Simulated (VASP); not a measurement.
# TiO2 (Pbcn) in VASP: single point with PBE

Aim: the single point of TiO2 with PBE.

All numbers are computed with VASP 6.6.1; they aren't measurements. Logs are shortened: lines on timing, memory, paths and dates and some standing lists are left out, and cuts for length are marked.

### Step 1. The cell of the first run

Symmetry: Pbcn, No. 60, orthorhombic system. The conventional cell has a = 4.515 Å, b = 5.497 Å, c = 4.939 Å, α = 90.00°, β = 90.00°, γ = 90.00°. Within 2.5 Å of Ti (site symmetry 2) lie 6 O at 1.87 to 2.09 Å. Within 3.0 Å of O (site symmetry 1) lie 3 Ti at 1.87 to 2.09 Å and 12 O at 2.57 to 2.96 Å.

### Step 2. Single point, PBE

Input file INCAR:

```
PREC     = Accurate       # precision mode
ENCUT    = 520            # plane-wave cutoff, eV
EDIFF    = 1E-6           # SCF threshold, eV
ISMEAR   = -1             # smearing method
SIGMA    = 0.02           # smearing width, eV
LREAL    = False          # projectors in reciprocal space
LASPH    = True           # aspherical terms in the spheres
NELM     = 80             # most SCF steps
ALGO     = Normal         # electronic algorithm
ISIF     = 2              # what is computed and relaxed
LWAVE    = False          # write WAVECAR
LCHARG   = False          # write CHGCAR
GGA      = PE             # functional
NBANDS   = 60             # bands
```

Input file KPOINTS:

```
Automatic mesh
0
Gamma
  5 4 4
```

Input file POSCAR:

```
TiO2
1.0
    4.5150000000      0.0000000000      0.0000000000
    0.0000000000      5.4970000000      0.0000000000
    0.0000000000      0.0000000000      4.9390000000
Ti O
4 8
Direct
    0.0000000000      0.1745283019      0.2500000000
    0.5000000000      0.3254716981      0.7500000000
    0.0000000000      0.8254716981      0.7500000000
    0.5000000000      0.6745283019      0.2500000000
    0.2703969330      0.3819147933      0.4196939629
    0.2296030670      0.1180852067      0.9196939629
    0.7703969330      0.1180852067      0.5803060371
    0.7296030670      0.3819147933      0.0803060371
    0.7296030670      0.6180852067      0.5803060371
    0.7703969330      0.8819147933      0.0803060371
    0.2296030670      0.8819147933      0.4196939629
    0.2703969330      0.6180852067      0.9196939629
```

Potentials or basis: VASP PAW PBE potentials, release 64 (Ti_sv, O).

The run is started by

```
> cat potpaw_PBE.64/Ti_sv/POTCAR potpaw_PBE.64/O/POTCAR > POTCAR
> mpirun -np 1 vasp_std > vasp.out
```

OUTCAR:

```text
PREC = Accurate
   ENCUT = 520
   EDIFF = 1E-6
   ISMEAR = -1
   LREAL = False
   LASPH = True
   NELM = 80
   ISIF = 2
   GGA = PE

 ion  position               nearest neighbor table
   1  0.000  0.175  0.250-   5 1.87   8 1.87   7 1.96   6 1.96  10 2.09  11 2.09
   2  0.500  0.325  0.750-   6 1.87   7 1.87   5 1.96   8 1.96   9 2.09  12 2.09
   3  0.000  0.825  0.750-   9 1.87  12 1.87  11 1.96  10 1.96   6 2.09   7 2.09
   4  0.500  0.675  0.250-  10 1.87  11 1.87   9 1.96  12 1.96   5 2.09   8 2.09
   5  0.270  0.382  0.420-   1 1.87   2 1.96   4 2.09
   6  0.230  0.118  0.920-   2 1.87   1 1.96   3 2.09
   7  0.770  0.118  0.580-   2 1.87   1 1.96   3 2.09
   8  0.730  0.382  0.080-   1 1.87   2 1.96   4 2.09
   9  0.730  0.618  0.580-   3 1.87   4 1.96   2 2.09
  10  0.770  0.882  0.080-   4 1.87   3 1.96   1 2.09
  11  0.230  0.882  0.420-   4 1.87   3 1.96   1 2.09
  12  0.270  0.618  0.920-   3 1.87   4 1.96   2 2.09

  LATTYP: Found a simple orthorhombic cell.
 ALAT       =     4.5150000000
 B/A-ratio  =     1.0939091916
 C/A-ratio  =     1.2174972315

  Lattice vectors:

 A1 = (  -4.5150000000,   0.0000000000,   0.0000000000)
 A2 = (   0.0000000000,   0.0000000000,   4.9390000000)
 A3 = (   0.0000000000,   5.4970000000,   0.0000000000)

Analysis of symmetry for initial positions (statically):
=====================================================================
 Subroutine PRICEL returns:
 Original cell was already a primitive cell.

 Routine SETGRP: Setting up the symmetry group for a
 simple orthorhombic supercell.

 Subroutine GETGRP returns: Found  8 space group operations
 (whereof  2 operations were pure point group operations)
 out of a pool of  8 trial point group operations.

The static configuration has the point symmetry S_2 .
 The point group associated with its full space group is D_2h.

Analysis of symmetry for dynamics (positions and initial velocities):
=====================================================================
 Subroutine PRICEL returns:
 Original cell was already a primitive cell.

 Routine SETGRP: Setting up the symmetry group for a
 simple orthorhombic supercell.

 Subroutine GETGRP returns: Found  8 space group operations
 (whereof  2 operations were pure point group operations)
 out of a pool of  8 trial point group operations.

The dynamic configuration has the point symmetry S_2 .
 The point group associated with its full space group is D_2h.

 Subroutine INISYM returns: Found  8 space group operations
 (whereof  2 operations are pure point group operations),
 and found     1 'primitive' translations

----------------------------------------------------------------------------------------

                                     Primitive cell

  volume of cell :     122.5808

  direct lattice vectors                    reciprocal lattice vectors
     4.515000000  0.000000000  0.000000000     0.221483942  0.000000000  0.000000000
     0.000000000  5.497000000  0.000000000     0.000000000  0.181917409  0.000000000
     0.000000000  0.000000000  4.939000000     0.000000000  0.000000000  0.202470136

  length of vectors
     4.515000000  5.497000000  4.939000000     0.221483942  0.181917409  0.202470136

  position of ions in fractional coordinates (direct lattice)
     0.000000000  0.174528302  0.250000000
     0.500000000  0.325471698  0.750000000
     0.000000000  0.825471698  0.750000000
     0.500000000  0.674528302  0.250000000
     0.270396933  0.381914793  0.419693963
     0.229603067  0.118085207  0.919693963
     0.770396933  0.118085207  0.580306037
     0.729603067  0.381914793  0.080306037
     0.729603067  0.618085207  0.580306037
     0.770396933  0.881914793  0.080306037
     0.229603067  0.881914793  0.419693963
     0.270396933  0.618085207  0.919693963

  ion indices of the primitive-cell ions
   primitive index   ion index
                 1           1
                 2           2
                 3           3
                 4           4
                 5           5
                 6           6
                 7           7
                 8           8
                 9           9
                10          10
                11          11
                12          12

----------------------------------------------------------------------------------------

 KPOINTS: Automatic mesh

Automatic generation of k-mesh.
 Grid dimensions read from file:
 generate k-points for:    5    4    4

 Generating k-lattice:

  Cartesian coordinates                     Fractional coordinates (reciprocal lattice)
     0.044296788  0.000000000  0.000000000     0.200000000  0.000000000  0.000000000
     0.000000000  0.045479352  0.000000000     0.000000000  0.250000000  0.000000000
     0.000000000  0.000000000  0.050617534     0.000000000  0.000000000  0.250000000

  Length of vectors
     0.044296788  0.045479352  0.050617534

  Shift w.r.t. Gamma in fractional coordinates (k-lattice)
     0.000000000  0.000000000  0.000000000

 Subroutine IBZKPT returns following result:
 ===========================================

 Found     27 irreducible k-points:

 Following reciprocal coordinates:
            Coordinates               Weight
  0.000000  0.000000  0.000000      1.000000
  0.200000  0.000000  0.000000      2.000000
  0.400000  0.000000  0.000000      2.000000
  0.000000  0.250000  0.000000      2.000000
  0.200000  0.250000  0.000000      4.000000
  0.400000  0.250000  0.000000      4.000000
[... 16 lines left out ...]
  0.200000  0.250000  0.500000      4.000000
  0.400000  0.250000  0.500000      4.000000
 [... further k-points ...]
   k-points           NKPTS =     27   k-points in BZ     NKDIM =     27   number of bands    NBANDS=     60
   number of dos      NEDOS =    301   number of ions     NIONS =     12
   total plane-waves  NPLWV =  60480
   dimension x,y,z NGX =    36 NGY =   42 NGZ =   40
   dimension x,y,z NGXF=    72 NGYF=   84 NGZF=   80
   ions per type =               4   8
   NGX,Y,Z   is equivalent  to a cutoff of  13.26, 12.70, 13.46 a.u.
   NGXF,Y,Z  is equivalent  to a cutoff of  26.51, 25.40, 26.93 a.u.
 SYSTEM =  unknown system
   PREC   = accura    normal or accurate (medium, high low for compatibility)
   ISTART =      0    job   : 0-new  1-cont  2-samecut
   ICHARG =      2    charge: 1-file 2-atom 10-const
   ISPIN  =      1    spin polarized calculation?
   LNONCOLLINEAR =      F non collinear calculations
   LSORBIT =      F    spin-orbit coupling
   LASPH  =      T    aspherical Exc in radial PAW
   ENCUT  =  520.0 eV  38.22 Ry    6.18 a.u.   8.39 10.22  9.18*2*pi/ulx,y,z
   NELM   =     80;   NELMIN=  2; NELMDL= -5     # of ELM steps
   EDIFF  = 0.1E-05   stopping-criterion for ELM
   LREAL  =      F    real-space projection
   EDIFFG = 0.1E-04   stopping-criterion for IOM
   NSW    =      0    number of steps for IOM
   IBRION =     -1    ionic relax: 0-MD 1-quasi-New 2-CG
   NFREE  =      0    steps in history (QN), initial steepest desc. (CG)
   ISIF   =      2    stress and relaxation
   ISYM   =      2    0-nonsym 1-usesym 2-fastsym
   POTIM  = 0.5000    time-step for ionic-motion
   TEBEG  =    0.0;   TEEND  =   0.0 temperature during run
   PSTRESS=    0.0 pullay stress
   NELECT =      96.0000    total number of electrons
   NUPDOWN=      -1.0000    fix difference up-down
   EMIN   =  10.00;   EMAX   =-10.00  energy-range for DOS
   EFERMI =   0.00;   METHOD = LEGACY
   ISMEAR =    -1;   SIGMA  =   0.02  broadening in eV -4-tet -1-fermi 0-gaus
   EFERMI_NEDOS =   21; number of points for ismear=-14 and -15
   IALGO  =     38    algorithm
   IMIX   =      4    mixing-type and parameters
     AMIX     =   0.40;   BMIX     =  1.00
     AMIX_MAG =   1.60;   BMIX_MAG =  1.00
  volume/ion in A,a.u.               =      10.22        68.93
  Fermi-wavevector in a.u.,A,eV,Ry     =   1.509006  2.851609 30.981829  2.277100
  Thomas-Fermi vector in A             =   2.619386
   LORBIT       =      0    0 simple, 1 ext, 2 COOP (PROOUT), +10 PAW based schemes
   GGA     = PE    functional components
   LHFCALC =     F    Hartree Fock is set to
   AEXX    =    0.0000 exact exchange contribution
   IVDW    =     0    specifies the selected vdW correction
   LEPSILON=     F    determine dielectric tensor
   LRPA    =     F    only Hartree local field effects (RPA)
 non-spin polarized calculation
  energy-cutoff  :      520.00
  volume of cell :      122.58
 maximum number of plane-waves:      3320
 NGX is ok and might be reduce to    36
   NGX = 17   NGY = 21   NGZ = 19

 number of electron      96.0000011 magnetization

 Free energy of the ion-electron system (eV)
  ---------------------------------------------------
  ext. energy  EPLUGINS =         0.00000000
  ---------------------------------------------------
  free energy    TOTEN  =      -107.33337416 eV

  energy without entropy =     -107.33337416  energy(sigma->0) =     -107.33337416

 E-fermi :   5.1002     XC(G=0): -11.5509

 val. band max:        4.7114033667   @ k =   0.0000   0.0000   0.0000
 cond. band min:       7.3214626103   @ k =   0.0000   0.0000   0.5000
 fundamental gap:      2.6100592436
 Fermi energy:         5.1002120703

 k-point     1 :       0.0000    0.0000    0.0000
  band No.  band energies     occupation
      1     -51.7254      2.00000
      2     -51.7026      2.00000
      3     -51.6962      2.00000
      4     -51.6909      2.00000
      5     -28.1653      2.00000
      6     -28.0914      2.00000
[... 52 lines left out ...]
     59       9.1131      0.00000
     60       9.4025      0.00000

 k-point     2 :       0.2000    0.0000    0.0000
  band No.  band energies     occupation
      1     -51.7232      2.00000
      2     -51.7047      2.00000
      3     -51.6957      2.00000
      4     -51.6914      2.00000
      5     -28.1494      2.00000
      6     -28.0821      2.00000
[... 1383 lines left out ...]
      4     -51.7027      2.00000
      5     -28.1113      2.00000
      6     -28.1113      2.00000
[... 52 lines left out ...]
     59       8.8609      0.00000
     60       8.8609      0.00000

 [... further k-points ...]

------------------------ aborting loop because EDIFF is reached ----------------------------------------

  FORCE on cell =-STRESS in cart. coord.  units (eV):
  Direction    XX          YY          ZZ          XY          YZ          ZX
  --------------------------------------------------------------------------------------
  -------------------------------------------------------------------------------------
  Total        5.3641150      5.1047412      3.0821024      0.0000000      0.0000000      0.0000000
  in kB       70.1109976     66.7208841     40.2842356      0.0000000      0.0000000      0.0000000
  external PRESSURE =      59.0387058 kB  Pullay stress =       0.0000000 kB

 VOLUME and BASIS-vectors are now :
 -----------------------------------------------------------------------------
  energy-cutoff  :      520.00
  volume of cell :      122.58
      direct lattice vectors                 reciprocal lattice vectors
     4.515000000  0.000000000  0.000000000     0.221483942  0.000000000  0.000000000
     0.000000000  5.497000000  0.000000000     0.000000000  0.181917409  0.000000000
     0.000000000  0.000000000  4.939000000     0.000000000  0.000000000  0.202470136

 POSITION                                       TOTAL-FORCE (eV/Angst)
 -----------------------------------------------------------------------------------
      0.00000      0.95938      1.23475        -0.000000     -0.035206      0.000000
      2.25750      1.78912      3.70425         0.000000      0.035206     -0.000000
      0.00000      4.53762      3.70425         0.000000      0.035206     -0.000000
      2.25750      3.70788      1.23475        -0.000000     -0.035206      0.000000
      1.22084      2.09939      2.07287         0.010374      0.027416      0.001151
      1.03666      0.64911      4.54237        -0.010374     -0.027416      0.001151
      3.47834      0.64911      2.86613         0.010374     -0.027416     -0.001151
      3.29416      2.09939      0.39663        -0.010374      0.027416     -0.001151
      3.29416      3.39761      2.86613        -0.010374     -0.027416     -0.001151
      3.47834      4.84789      0.39663         0.010374      0.027416     -0.001151
      1.03666      4.84789      2.07287        -0.010374      0.027416      0.001151
      1.22084      3.39761      4.54237         0.010374     -0.027416      0.001151
 -----------------------------------------------------------------------------------
    total drift:                                0.000000      0.000000      0.000000

  FREE ENERGIE OF THE ION-ELECTRON SYSTEM (eV)
  ---------------------------------------------------
  free  energy   TOTEN  =      -107.3333741622 eV

  energy  without entropy=     -107.3333741622  energy(sigma->0) =     -107.33337416
```

It took 3.3 min on 1 thread of Intel Xeon Platinum 8175M at 2.50GHz (Skylake/Cascade Lake), shared host; peak memory 0.31 GiB.

Results:

* Free energy: -107.3334 eV
* Pressure: 5.9 GPa
* Largest force: 0.035 eV/Å
* Band gap on the k mesh: 2.61 eV (least direct gap 2.64 eV)

Forces on the atoms (eV/Å):
```
Ti   0.000 -0.035  0.000
Ti   0.000  0.035  0.000
Ti   0.000  0.035  0.000
Ti   0.000 -0.035  0.000
O    0.010  0.027  0.001
O   -0.010 -0.027  0.001
O    0.010 -0.027 -0.001
O   -0.010  0.027 -0.001
O   -0.010 -0.027 -0.001
O    0.010  0.027 -0.001
O   -0.010  0.027  0.001
O    0.010 -0.027  0.001
```

Levels at points of the mesh, in eV from the valence-band top:
```
           k point  band 46  band 47  band 48  band 49  band 50  band 51
(0.00, 0.00, 0.00)    -0.47    -0.07     0.00     2.64     2.69     2.81
(0.00, 0.50, 0.00)    -1.24    -0.16    -0.16     2.74     2.74     3.19
(0.00, 0.00, 0.50)    -0.45    -0.34    -0.34     2.61     2.61     3.03
(0.00, 0.50, 0.50)    -0.48    -0.48    -0.48     2.90     2.90     2.90
```

Caveat: the cell stands under pressure.
